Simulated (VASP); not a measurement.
Al2Cu, 6 atoms in the cell. The structure is tetragonal, space group I4/mcm (No. 140). Conventional cell: a = 6.234 Å, b = 6.234 Å, c = 4.736 Å, α = 90.00°, β = 90.00°, γ = 90.00°. Within 3.5 Å of Al (site symmetry m2m) lie 4 Cu at 2.63 Å and 11 Al at 2.80 to 3.32 Å. Cu (site symmetry 422) has 2 Cu at 2.37 Å and 8 Al at 2.63 Å within 3.1 Å. 

| Quantity | Value |
| --- | --- |
| Program | VASP 6.6.1 |
| Task | single point |
| Functional | PBE |
| Potentials or basis | VASP PAW PBE potentials, release 64 (Al, Cu) |
| Cutoff | 520 eV |
| k mesh | 10 × 10 × 10 |
| Occupations | gaussian, width 0.15 eV |
| Spin | no spin polarisation |
| Dipole correction | no |
| Further INCAR settings | ALGO = Fast; EDIFF = 1e-06; NBANDS = 26 |

Potentials or basis: VASP PAW PBE potentials, release 64 (Al, Cu).

Command:

```console
$ cat potpaw_PBE.64/Al/POTCAR potpaw_PBE.64/Cu/POTCAR > POTCAR
$ mpirun -np 1 vasp_std > vasp.out
```

Hardware: 1 thread of Intel(R) Xeon(R) Platinum 8488C (Sapphire Rapids), with other jobs on the host.

**Question.** Estimate the wall time of this run.

**Answer.** Run time: 7.8 min on 1 thread of Intel(R) Xeon(R) Platinum 8488C (Sapphire Rapids), on a shared host, peak memory 0.37 GiB. Counts: scf iterations 18, k points 102.
